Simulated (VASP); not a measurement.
# KCl (I4/mmm) in VASP: a series of runs

KCl is run at these levels: PBEsol; tasks: single point.

All numbers are computed with VASP 6.6.1; they aren't measurements. Logs are shortened: lines on timing, memory, paths and dates and some standing lists are left out, and cuts for length are marked.

**1. The cell of the first run**

The structure is tetragonal, space group I4/mmm (No. 139). The conventional cell has a = 4.463 Å, b = 4.463 Å, c = 6.186 Å, α = 90.00°, β = 90.00°, γ = 90.00°. K (site symmetry 4/mmm) has 6 Cl at 3.09 to 3.16 Å within 4.1 Å. Cl (site symmetry 4/mmm) has 6 K at 3.09 to 3.16 Å within 4.1 Å.

**2. Single point, PBEsol (zz strain of -2 %)**

INCAR

```
SYSTEM = KCl
  ALGO = Normal
  EDIFF = 1E-6
  ENCUT = 520
  GGA = PS
  ISIF = 2
  ISMEAR = -1
  LASPH = .True.
  LCHARG = .False.
  LREAL = .False.
  LWAVE = .False.
  NBANDS = 15
  NELM = 60
  PREC = Accurate
  SIGMA = 0.03
```

KPOINTS

```
k-points
0
Gamma
  7 7 7
  0 0 0
```

POSCAR

```
KCl
1.0
    0.0000000000      3.1561000000      3.0929780000
    3.1561000000      0.0000000000      3.0929780000
    3.1561000000      3.1561000000      0.0000000000
K Cl
1 1
Direct
    0.0000000000      0.0000000000      0.0000000000
    0.5000000000      0.5000000000      0.5000000000
```

Potentials or basis: VASP PAW PBE potentials, release 64 (K_sv, Cl).

Started as:

```console
> cat potpaw_PBE.64/K_sv/POTCAR potpaw_PBE.64/Cl/POTCAR > POTCAR
> mpirun -np 1 vasp_std > vasp.out
```

OUTCAR:

```text
SYSTEM = KCl
   EDIFF = 1E-6
   ENCUT = 520
   GGA = PS
   ISIF = 2
   ISMEAR = -1
   LASPH = .True.
   LREAL = .False.
   NELM = 60
   PREC = Accurate

 ion  position               nearest neighbor table
   1  0.000  0.000  0.000-   2 3.09   2 3.09   2 3.16   2 3.16   2 3.16   2 3.16
   2  0.500  0.500  0.500-   1 3.09   1 3.09   1 3.16   1 3.16   1 3.16   1 3.16

  LATTYP: Found a body centered tetragonal cell.
 ALAT       =     4.4633994242
 C/A-ratio  =     1.3859292911

  Lattice vectors:

 A1 = (   0.0000000000,  -3.1561000000,  -3.0929780000)
 A2 = (   0.0000000000,   3.1561000000,  -3.0929780000)
 A3 = (   3.1561000000,   0.0000000000,   3.0929780000)

Analysis of symmetry for initial positions (statically):
=====================================================================
 Subroutine PRICEL returns:
 Original cell was already a primitive cell.

 Routine SETGRP: Setting up the symmetry group for a
 body centered tetragonal supercell.

 Subroutine GETGRP returns: Found 16 space group operations
 (whereof 16 operations were pure point group operations)
 out of a pool of 16 trial point group operations.

The static configuration has the point symmetry D_4h.

Analysis of symmetry for dynamics (positions and initial velocities):
=====================================================================
 Subroutine PRICEL returns:
 Original cell was already a primitive cell.

 Routine SETGRP: Setting up the symmetry group for a
 body centered tetragonal supercell.

 Subroutine GETGRP returns: Found 16 space group operations
 (whereof 16 operations were pure point group operations)
 out of a pool of 16 trial point group operations.

The dynamic configuration has the point symmetry D_4h.

 Subroutine INISYM returns: Found 16 space group operations
 (whereof 16 operations are pure point group operations),
 and found     1 'primitive' translations

----------------------------------------------------------------------------------------

                                     Primitive cell

  volume of cell :      61.6181

  direct lattice vectors                    reciprocal lattice vectors
     0.000000000  3.156100000  3.092978000    -0.158423371  0.158423371  0.161656501
     3.156100000  0.000000000  3.092978000     0.158423371 -0.158423371  0.161656501
     3.156100000  3.156100000  0.000000000     0.158423371  0.158423371 -0.161656501

  length of vectors
     4.418990848  4.418990848  4.463399424     0.276276588  0.276276588  0.276276588

  position of ions in fractional coordinates (direct lattice)
     0.000000000  0.000000000  0.000000000
     0.500000000  0.500000000  0.500000000

  ion indices of the primitive-cell ions
   primitive index   ion index
                 1           1
                 2           2

----------------------------------------------------------------------------------------

 KPOINTS: k-points

Automatic generation of k-mesh.
 Grid dimensions read from file:
 generate k-points for:    7    7    7

 Generating k-lattice:

  Cartesian coordinates                     Fractional coordinates (reciprocal lattice)
    -0.022631910  0.022631910  0.023093786     0.142857143  0.000000000  0.000000000
     0.022631910 -0.022631910  0.023093786     0.000000000  0.142857143  0.000000000
     0.022631910  0.022631910 -0.023093786     0.000000000  0.000000000  0.142857143

  Length of vectors
     0.039468084  0.039468084  0.039468084

  Shift w.r.t. Gamma in fractional coordinates (k-lattice)
     0.000000000  0.000000000  0.000000000

 Subroutine IBZKPT returns following result:
 ===========================================

 Found     40 irreducible k-points:

 Following reciprocal coordinates:
            Coordinates               Weight
  0.000000  0.000000  0.000000      1.000000
  0.142857  0.000000  0.000000      8.000000
  0.285714 -0.000000  0.000000      8.000000
  0.428571 -0.000000  0.000000      8.000000
  0.142857  0.142857  0.000000      2.000000
  0.285714  0.142857  0.000000      8.000000
[... 16 lines left out ...]
  0.428571  0.285714  0.142857      8.000000
 -0.428571  0.285714  0.142857     16.000000
 [... further k-points ...]
   k-points           NKPTS =     40   k-points in BZ     NKDIM =     40   number of bands    NBANDS=     15
   number of dos      NEDOS =    301   number of ions     NIONS =      2
   total plane-waves  NPLWV =  46656
   dimension x,y,z NGX =    36 NGY =   36 NGZ =   36
   dimension x,y,z NGXF=    72 NGYF=   72 NGZF=   72
   ions per type =               1   1
   NGX,Y,Z   is equivalent  to a cutoff of  13.54, 13.54, 13.41 a.u.
   NGXF,Y,Z  is equivalent  to a cutoff of  27.09, 27.09, 26.82 a.u.
 SYSTEM =  KCl
   PREC   = accura    normal or accurate (medium, high low for compatibility)
   ISTART =      0    job   : 0-new  1-cont  2-samecut
   ICHARG =      2    charge: 1-file 2-atom 10-const
   ISPIN  =      1    spin polarized calculation?
   LNONCOLLINEAR =      F non collinear calculations
   LSORBIT =      F    spin-orbit coupling
   LASPH  =      T    aspherical Exc in radial PAW
   ENCUT  =  520.0 eV  38.22 Ry    6.18 a.u.   8.22  8.22  8.30*2*pi/ulx,y,z
   NELM   =     60;   NELMIN=  2; NELMDL= -5     # of ELM steps
   EDIFF  = 0.1E-05   stopping-criterion for ELM
   LREAL  =      F    real-space projection
   EDIFFG = 0.1E-04   stopping-criterion for IOM
   NSW    =      0    number of steps for IOM
   IBRION =     -1    ionic relax: 0-MD 1-quasi-New 2-CG
   NFREE  =      0    steps in history (QN), initial steepest desc. (CG)
   ISIF   =      2    stress and relaxation
   ISYM   =      2    0-nonsym 1-usesym 2-fastsym
   POTIM  = 0.5000    time-step for ionic-motion
   TEBEG  =    0.0;   TEEND  =   0.0 temperature during run
   PSTRESS=    0.0 pullay stress
   NELECT =      16.0000    total number of electrons
   NUPDOWN=      -1.0000    fix difference up-down
   EMIN   =  10.00;   EMAX   =-10.00  energy-range for DOS
   EFERMI =   0.00;   METHOD = LEGACY
   ISMEAR =    -1;   SIGMA  =   0.03  broadening in eV -4-tet -1-fermi 0-gaus
   EFERMI_NEDOS =   21; number of points for ismear=-14 and -15
   IALGO  =     38    algorithm
   IMIX   =      4    mixing-type and parameters
     AMIX     =   0.40;   BMIX     =  1.00
     AMIX_MAG =   1.60;   BMIX_MAG =  1.00
  volume/ion in A,a.u.               =      30.81       207.91
  Fermi-wavevector in a.u.,A,eV,Ry     =   1.044428  1.973684 14.841655  1.090831
  Thomas-Fermi vector in A             =   2.179181
   LORBIT       =      0    0 simple, 1 ext, 2 COOP (PROOUT), +10 PAW based schemes
   GGA     = PS    functional components
   LHFCALC =     F    Hartree Fock is set to
   AEXX    =    0.0000 exact exchange contribution
   IVDW    =     0    specifies the selected vdW correction
   LEPSILON=     F    determine dielectric tensor
   LRPA    =     F    only Hartree local field effects (RPA)
 non-spin polarized calculation
  energy-cutoff  :      520.00
  volume of cell :       61.62
 maximum number of plane-waves:      1672
 NGX is ok and might be reduce to    36
   NGX = 17   NGY = 17   NGZ = 17

 number of electron      16.0000001 magnetization

 Free energy of the ion-electron system (eV)
  ---------------------------------------------------
  ext. energy  EPLUGINS =         0.00000000
  ---------------------------------------------------
  free energy    TOTEN  =        -7.02116722 eV

  energy without entropy =       -7.02116722  energy(sigma->0) =       -7.02116722

 E-fermi :  -1.1195     XC(G=0):  -7.7673

 val. band max:       -1.8517989274   @ k =   0.0000   0.0000   0.0000
 cond. band min:       3.1941790039   @ k =   0.0000   0.0000   0.0000
 fundamental gap:      5.0459779313
 Fermi energy:        -1.1194869560

 k-point     1 :       0.0000    0.0000    0.0000
  band No.  band energies     occupation
      1     -28.8788      2.00000
      2     -13.9665      2.00000
      3     -12.4069      2.00000
      4     -12.4053      2.00000
      5     -12.4053      2.00000
      6      -1.8669      2.00000
      7      -1.8669      2.00000
      8      -1.8518      2.00000
      9       3.1942      0.00000
     10       6.3930      0.00000
     11       6.3930      0.00000
     12       6.5278      0.00000
     13       7.2802      0.00000
     14       7.3813      0.00000
     15      10.9253      0.00000

 k-point     2 :       0.1429    0.0000    0.0000
  band No.  band energies     occupation
      1     -28.8766      2.00000
      2     -14.0061      2.00000
      3     -12.4079      2.00000
      4     -12.4076      2.00000
      5     -12.3557      2.00000
      6      -2.1170      2.00000
      7      -1.9347      2.00000
      8      -1.9267      2.00000
      9       3.6854      0.00000
     10       6.2781      0.00000
     11       6.6565      0.00000
     12       6.7433      0.00000
     13       7.5600      0.00000
     14       7.6701      0.00000
     15      11.6925      0.00000

 k-point     3 :       0.2857   -0.0000    0.0000
  band No.  band energies     occupation
      1     -28.8716      2.00000
      2     -14.0874      2.00000
      3     -12.4135      2.00000
      4     -12.4105      2.00000
      5     -12.2496      2.00000
      6      -2.5973      2.00000
      7      -2.0798      2.00000
      8      -2.0762      2.00000
      9       4.7447      0.00000
     10       6.2307      0.00000
     11       7.3915      0.00000
     12       7.4570      0.00000
     13       8.3056      0.00000
     14       8.4403      0.00000
     15      11.4113      0.00000

 k-point     4 :       0.4286   -0.0000    0.0000
  band No.  band energies     occupation
      1     -28.8676      2.00000
      2     -14.1467      2.00000
      3     -12.4180      2.00000
      4     -12.4128      2.00000
      5     -12.1700      2.00000
      6      -2.9237      2.00000
      7      -2.1898      2.00000
      8      -2.1896      2.00000
      9       5.4995      0.00000
     10       6.5728      0.00000
     11       8.3823      0.00000
     12       8.4241      0.00000
     13       9.1674      0.00000
     14       9.3379      0.00000
     15      10.4074      0.00000
[... 307 lines left out ...]
 k-point    22 :      -0.1429    0.0000    0.1429
  band No.  band energies     occupation
      1     -28.8734      2.00000
      2     -14.0511      2.00000
      3     -12.4287      2.00000
      4     -12.4048      2.00000
      5     -12.2877      2.00000
      6      -2.4121      2.00000
      7      -2.0430      2.00000
      8      -1.9917      2.00000
      9       4.3296      0.00000
     10       6.0545      0.00000
     11       6.9641      0.00000
     12       7.3970      0.00000
     13       7.8166      0.00000
     14       8.2952      0.00000
     15      11.9087      0.00000

 k-point    23 :       0.4286    0.2857    0.1429
  band No.  band energies     occupation
      1     -28.8679      2.00000
      2     -14.0552      2.00000
      3     -12.4586      2.00000
      4     -12.4251      2.00000
      5     -12.2720      2.00000
      6      -2.6609      2.00000
      7      -2.1463      2.00000
      8      -2.1247      2.00000
      9       5.3866      0.00000
     10       5.5400      0.00000
     11       8.1297      0.00000
     12       8.2023      0.00000
     13       8.5408      0.00000
     14       9.0268      0.00000
     15      10.3693      0.00000

 k-point    24 :      -0.4286    0.2857    0.1429
  band No.  band energies     occupation
      1     -28.8651      2.00000
      2     -14.0432      2.00000
      3     -12.4760      2.00000
      4     -12.4436      2.00000
      5     -12.2761      2.00000
      6      -2.6875      2.00000
      7      -2.2747      2.00000
      8      -2.2064      2.00000
      9       5.7891      0.00000
     10       6.2196      0.00000
     11       7.9125      0.00000
     12       8.5396      0.00000
     13       9.0457      0.00000
     14       9.4989      0.00000
     15      10.0848      0.00000

 [... further k-points ...]

------------------------ aborting loop because EDIFF is reached ----------------------------------------

  FORCE on cell =-STRESS in cart. coord.  units (eV):
  Direction    XX          YY          ZZ          XY          YZ          ZX
  --------------------------------------------------------------------------------------
  -------------------------------------------------------------------------------------
  Total       -0.1574634     -0.1574634      0.1288685      0.0000000     -0.0000000      0.0000000
  in kB       -4.0943196     -4.0943196      3.3508035      0.0000000     -0.0000000      0.0000000
  external PRESSURE =      -1.6126119 kB  Pullay stress =       0.0000000 kB

 VOLUME and BASIS-vectors are now :
 -----------------------------------------------------------------------------
  energy-cutoff  :      520.00
  volume of cell :       61.62
      direct lattice vectors                 reciprocal lattice vectors
     0.000000000  3.156100000  3.092978000    -0.158423371  0.158423371  0.161656501
     3.156100000  0.000000000  3.092978000     0.158423371 -0.158423371  0.161656501
     3.156100000  3.156100000  0.000000000     0.158423371  0.158423371 -0.161656501

 POSITION                                       TOTAL-FORCE (eV/Angst)
 -----------------------------------------------------------------------------------
      0.00000      0.00000      0.00000        -0.000000      0.000000     -0.000000
      3.15610      3.15610      3.09298         0.000000     -0.000000      0.000000
 -----------------------------------------------------------------------------------
    total drift:                                0.000000      0.000000      0.000000

  FREE ENERGIE OF THE ION-ELECTRON SYSTEM (eV)
  ---------------------------------------------------
  free  energy   TOTEN  =        -7.0211672152 eV

  energy  without entropy=       -7.0211672152  energy(sigma->0) =       -7.02116722
```

Run time: 44 s. Hardware: 1 thread of Intel Xeon 8259CL, shared host; peak memory 0.22 GiB.

What came out:

| Property | Result |
| --- | --- |
| Free energy | -7.0212 eV |
| Pressure | -0.2 GPa |
| Band gap on the k mesh | 5.05 eV |

Stress tensor (GPa, compression positive):
```
-0.41  0.00  0.00
 0.00 -0.41  0.00
 0.00  0.00  0.34
```

Caveat: the cell differs from its parent crystal (zz strain of -2 %); the PAW data sets were made with another functional, which shifts forces and pressure a little; an odd mesh through Γ misses points on the zone boundary, where band edges can lie.

**3. Single point, PBEsol (zz strain of -1 %)**

INCAR

```
SYSTEM = KCl
PREC = Accurate
ENCUT = 520
EDIFF = 1E-6
ISMEAR = -1
SIGMA = 0.03
LREAL = .FALSE.
LASPH = .TRUE.
NELM = 80
ALGO = Normal
ISIF = 2
LWAVE = .FALSE.
LCHARG = .FALSE.
GGA = PS
NBANDS = 15
```

KPOINTS

```
regular mesh
0
G
  7 7 7
  0 0 0
```

POSCAR

```
KCl
1.0
    0.0000000000      3.1561000000      3.1245390000
    3.1561000000      0.0000000000      3.1245390000
    3.1561000000      3.1561000000      0.0000000000
K Cl
1 1
Direct
    0.0000000000      0.0000000000      0.0000000000
    0.5000000000      0.5000000000      0.5000000000
```

Potentials or basis: VASP PAW PBE potentials, release 64 (K_sv, Cl).

Started as:

```console
> cat potpaw_PBE.64/K_sv/POTCAR potpaw_PBE.64/Cl/POTCAR > POTCAR
> mpirun -np 1 vasp_std > vasp.out
```

It took 40 s on 1 thread of Intel Xeon 8259CL, shared host; peak memory 0.22 GiB.

Results (log left out):

```yaml
Free_energy: -7.0217 eV
Pressure: -0.4 GPa
Band_gap_on_the_k_mesh: 5.02 eV
```

Stress tensor (GPa, compression positive):
```
-0.47  0.00  0.00
 0.00 -0.47  0.00
 0.00  0.00 -0.13
```

Levels at points of the mesh, in eV from the valence-band top:
| k point | band 5 | band 6 | band 7 | band 8 | band 9 | band 10 | band 11 | band 12 |
| --- | --- | --- | --- | --- | --- | --- | --- | --- |
| (0.00, 0.00, 0.00) | -10.57 | -0.01 | -0.01 | 0.00 | 5.02 | 8.27 | 8.27 | 8.34 |

Caveat: the cell differs from its parent crystal (zz strain of -1 %); the PAW data sets were made with another functional, which shifts forces and pressure a little; an odd mesh through Γ misses points on the zone boundary, where band edges can lie.

**4. Single point, PBEsol (zz strain of +1 %)**

INCAR

```
PREC = Accurate
ENCUT = 520
EDIFF = 1E-6
ISMEAR = -1
SIGMA = 0.03
LREAL = False
LASPH = True
NELM = 80
ALGO = Normal
ISIF = 2
LWAVE = False
LCHARG = False
GGA = PS
NBANDS = 15
```

KPOINTS

```
regular mesh
0
Gamma
  7 7 7
```

POSCAR

```
KCl
1.0
    0.0000000000      3.1561000000      3.1876610000
    3.1561000000      0.0000000000      3.1876610000
    3.1561000000      3.1561000000      0.0000000000
K Cl
1 1
Direct
    0.0000000000      0.0000000000      0.0000000000
    0.5000000000      0.5000000000      0.5000000000
```

Started as:

```console
> cat potpaw_PBE.64/K_sv/POTCAR potpaw_PBE.64/Cl/POTCAR > POTCAR
> mpirun -np 1 vasp_std > vasp.out
```

It took 42 s on 1 thread of Intel Xeon 8259CL, shared host; peak memory 0.22 GiB.

The run converged. Its results:

```
Free energy            : -7.0180 eV
Pressure               : -0.7 GPa
Band gap on the k mesh : 4.96 eV
```

Stress tensor (GPa, compression positive):
```
-0.58  0.00  0.00
 0.00 -0.58  0.00
 0.00  0.00 -0.86
```

Levels at points of the mesh, in eV from the valence-band top:
```tsv
k point	band 5	band 6	band 7	band 8	band 9	band 10	band 11	band 12
(0.00, 0.00, 0.00)	-10.62	-0.01	0.00	0.00	4.96	8.24	8.31	8.31
```

Caveat: the cell differs from its parent crystal (zz strain of +1 %); the PAW data sets were made with another functional, which shifts forces and pressure a little; an odd mesh through Γ misses points on the zone boundary, where band edges can lie.

[end of part 1 of 2]
